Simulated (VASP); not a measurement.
# CdS (F-43m) in VASP: single point with PBEsol

Aim: the single point of CdS with PBEsol.

Everything below comes from runs of VASP 6.6.1. Logs are shortened: lines on timing, memory, paths and dates and some standing lists are left out, and cuts for length are marked.

### Step 1. The cell of the first run

It takes space group F-43m (No. 216, cubic). Conventional cell: a = 5.825 Å, b = 5.825 Å, c = 5.825 Å, α = 90.00°, β = 90.00°, γ = 90.00°. Within 3.3 Å of Cd (site symmetry -43m) lie 4 S at 2.52 Å. Within 3.3 Å of S (site symmetry -43m) lie 4 Cd at 2.52 Å.

### Step 2. Single point, PBEsol

File INCAR:

```
SYSTEM = CdS
ALGO     = Normal         ! electronic algorithm
EDIFF    = 1E-6           ! SCF threshold, eV
ENCUT    = 520            ! plane-wave cutoff, eV
GGA      = PS             ! functional
ISIF     = 2              ! what is computed and relaxed
ISMEAR   = -1             ! smearing method
LASPH    = .True.         ! aspherical terms in the spheres
LCHARG   = .True.         ! write CHGCAR
LELF     = .True.         ! ELF
LREAL    = .False.        ! projectors in reciprocal space
LVHAR    = .True.       
LWAVE    = .False.        ! write WAVECAR
NBANDS   = 16             ! bands
NELM     = 80             ! most SCF steps
PREC     = Accurate       ! precision mode
SIGMA    = 0.1            ! smearing width, eV
```

File KPOINTS:

```
k-points
0
Gamma
  14 14 14
  0 0 0
```

File POSCAR:

```
CdS
1.0
    0.0000000000      2.9122848905      2.9122848905
    2.9122848905      0.0000000000      2.9122848905
    2.9122848905      2.9122848905      0.0000000000
Cd S
1 1
Direct
    0.0000000000      0.0000000000      0.0000000000
    0.7500000000      0.7500000000      0.7500000000
```

Potentials or basis: VASP PAW PBE potentials, release 64 (Cd, S).

Started as:

```console
cat potpaw_PBE.64/Cd/POTCAR potpaw_PBE.64/S/POTCAR > POTCAR
mpirun -np 1 vasp_std > vasp.out
```

OUTCAR:

```text
SYSTEM = CdS
   EDIFF = 1E-6
   ENCUT = 520
   GGA = PS
   ISIF = 2
   ISMEAR = -1
   LASPH = .True.
   LREAL = .False.
   NELM = 80
   PREC = Accurate

 ion  position               nearest neighbor table
   1  0.000  0.000  0.000-   2 2.52   2 2.52   2 2.52   2 2.52
   2  0.750  0.750  0.750-   1 2.52   1 2.52   1 2.52   1 2.52

  LATTYP: Found a face centered cubic cell.
 ALAT       =     5.8245697810

  Lattice vectors:

 A1 = (   0.0000000000,   2.9122848905,   2.9122848905)
 A2 = (   2.9122848905,   0.0000000000,   2.9122848905)
 A3 = (   2.9122848905,   2.9122848905,   0.0000000000)

Analysis of symmetry for initial positions (statically):
=====================================================================
 Subroutine PRICEL returns:
 Original cell was already a primitive cell.

 Routine SETGRP: Setting up the symmetry group for a
 face centered cubic supercell.

 Subroutine GETGRP returns: Found 24 space group operations
 (whereof 24 operations were pure point group operations)
 out of a pool of 48 trial point group operations.

The static configuration has the point symmetry T_d .

Analysis of symmetry for dynamics (positions and initial velocities):
=====================================================================
 Subroutine PRICEL returns:
 Original cell was already a primitive cell.

 Routine SETGRP: Setting up the symmetry group for a
 face centered cubic supercell.

 Subroutine GETGRP returns: Found 24 space group operations
 (whereof 24 operations were pure point group operations)
 out of a pool of 48 trial point group operations.

The dynamic configuration has the point symmetry T_d .

 Subroutine INISYM returns: Found 24 space group operations
 (whereof 24 operations are pure point group operations),
 and found     1 'primitive' translations

----------------------------------------------------------------------------------------

                                     Primitive cell

  volume of cell :      49.4005

  direct lattice vectors                    reciprocal lattice vectors
     0.000000000  2.912284891  2.912284891    -0.171686500  0.171686500  0.171686500
     2.912284891  0.000000000  2.912284891     0.171686500 -0.171686500  0.171686500
     2.912284891  2.912284891  0.000000000     0.171686500  0.171686500 -0.171686500

  length of vectors
     4.118592790  4.118592790  4.118592790     0.297369741  0.297369741  0.297369741

[... 78 lines left out ...]
   ENCUT  =  520.0 eV  38.22 Ry    6.18 a.u.   7.66  7.66  7.66*2*pi/ulx,y,z
   NELM   =     80;   NELMIN=  2; NELMDL= -5     # of ELM steps
   EDIFF  = 0.1E-05   stopping-criterion for ELM
   LREAL  =      F    real-space projection
   EDIFFG = 0.1E-04   stopping-criterion for IOM
   NSW    =      0    number of steps for IOM
   IBRION =     -1    ionic relax: 0-MD 1-quasi-New 2-CG
   NFREE  =      0    steps in history (QN), initial steepest desc. (CG)
   ISIF   =      2    stress and relaxation
   ISYM   =      2    0-nonsym 1-usesym 2-fastsym
   POTIM  = 0.5000    time-step for ionic-motion
   TEBEG  =    0.0;   TEEND  =   0.0 temperature during run
   PSTRESS=    0.0 pullay stress
   NELECT =      18.0000    total number of electrons
   NUPDOWN=      -1.0000    fix difference up-down
   EMIN   =  10.00;   EMAX   =-10.00  energy-range for DOS
   EFERMI =   0.00;   METHOD = LEGACY
   ISMEAR =    -1;   SIGMA  =   0.10  broadening in eV -4-tet -1-fermi 0-gaus
   EFERMI_NEDOS =   21; number of points for ismear=-14 and -15
   IALGO  =     38    algorithm
   IMIX   =      4    mixing-type and parameters
     AMIX     =   0.40;   BMIX     =  1.00
     AMIX_MAG =   1.60;   BMIX_MAG =  1.00
  volume/ion in A,a.u.               =      24.70       166.69
  Fermi-wavevector in a.u.,A,eV,Ry     =   1.169289  2.209636 18.602381  1.367236
  Thomas-Fermi vector in A             =   2.305764
   LORBIT       =      0    0 simple, 1 ext, 2 COOP (PROOUT), +10 PAW based schemes
   GGA     = PS    functional components
   LHFCALC =     F    Hartree Fock is set to
   AEXX    =    0.0000 exact exchange contribution
   IVDW    =     0    specifies the selected vdW correction
   LEPSILON=     F    determine dielectric tensor
   LRPA    =     F    only Hartree local field effects (RPA)
 non-spin polarized calculation
  energy-cutoff  :      520.00
  volume of cell :       49.40
 maximum number of plane-waves:      1363
   NGX = 15   NGY = 15   NGZ = 15

 number of electron      18.0000004 magnetization

 Free energy of the ion-electron system (eV)
  ---------------------------------------------------
  ext. energy  EPLUGINS =         0.00000000
  ---------------------------------------------------
  free energy    TOTEN  =        -6.81354608 eV

  energy without entropy =       -6.81349910  energy(sigma->0) =       -6.81352259

 E-fermi :   1.9441     XC(G=0):  -9.3989

 val. band max:        1.2489374272   @ k =   0.0000   0.0000   0.0000
 cond. band min:       2.2662990582   @ k =   0.0000   0.0000   0.0000
 fundamental gap:      1.0173616310
 Fermi energy:         1.9440638406

 k-point     1 :       0.0000    0.0000    0.0000
  band No.  band energies     occupation
      1     -11.1628      2.00000
      2      -6.4962      2.00000
      3      -6.4962      2.00000
      4      -6.4962      2.00000
      5      -6.0019      2.00000
      6      -6.0019      2.00000
[... 433 lines left out ...]
      3      -6.3739      2.00000
      4      -6.2590      2.00000
      5      -6.0157      2.00000
      6      -5.9690      2.00000
[... 8 lines left out ...]
     15      12.8053      0.00000
     16      13.8932      0.00000

 [... further k-points ...]

------------------------ aborting loop because EDIFF is reached ----------------------------------------

  FORCE on cell =-STRESS in cart. coord.  units (eV):
  Direction    XX          YY          ZZ          XY          YZ          ZX
  --------------------------------------------------------------------------------------
  -------------------------------------------------------------------------------------
  Total        0.1188309      0.1188309      0.1188309      0.0000000      0.0000000     -0.0000000
  in kB        3.8539722      3.8539722      3.8539722      0.0000000      0.0000000     -0.0000000
  external PRESSURE =       3.8539722 kB  Pullay stress =       0.0000000 kB

 VOLUME and BASIS-vectors are now :
 -----------------------------------------------------------------------------
  energy-cutoff  :      520.00
  volume of cell :       49.40
      direct lattice vectors                 reciprocal lattice vectors
     0.000000000  2.912284891  2.912284891    -0.171686500  0.171686500  0.171686500
     2.912284891  0.000000000  2.912284891     0.171686500 -0.171686500  0.171686500
     2.912284891  2.912284891  0.000000000     0.171686500  0.171686500 -0.171686500

 POSITION                                       TOTAL-FORCE (eV/Angst)
 -----------------------------------------------------------------------------------
      0.00000      0.00000      0.00000        -0.000000      0.000000      0.000000
      4.36843      4.36843      4.36843         0.000000     -0.000000     -0.000000
 -----------------------------------------------------------------------------------
    total drift:                                0.000000      0.000000      0.000000

  FREE ENERGIE OF THE ION-ELECTRON SYSTEM (eV)
  ---------------------------------------------------
  free  energy   TOTEN  =        -6.8135460777 eV

  energy  without entropy=       -6.8134990960  energy(sigma->0) =       -6.81352259
```

stdout:

```text
POSCAR found type information on POSCAR CdS
 POSCAR found :  2 types and       2 ions
 scaLAPACK will be used
 -----------------------------------------------------------------------------
|                                                                             |
|                                                                             |
|     You enforced a specific xc type in the INCAR file but a different       |
|     I HOPE YOU KNOW WHAT YOU ARE DOING!                                     |
|                                                                             |
 -----------------------------------------------------------------------------

 LDA part: xc-table for (Slater+PW92), standard interpolation
 POSCAR, INCAR and KPOINTS ok, starting setup
 FFT: planning ... GRIDC
 FFT: planning ... GRID_SOFT
 FFT: planning ... GRID
 WAVECAR not read
 entering main loop
```

Run time: 1.7 min. Hardware: 1 thread of Intel Xeon 8259CL, shared host; peak memory 0.23 GiB.

What came out:

```yaml
Free_energy: -6.8135 eV
Pressure: 0.4 GPa
Band_gap_on_the_k_mesh: 1.02 eV
```

Caveat: the PAW data sets were made with another functional, which shifts forces and pressure a little.
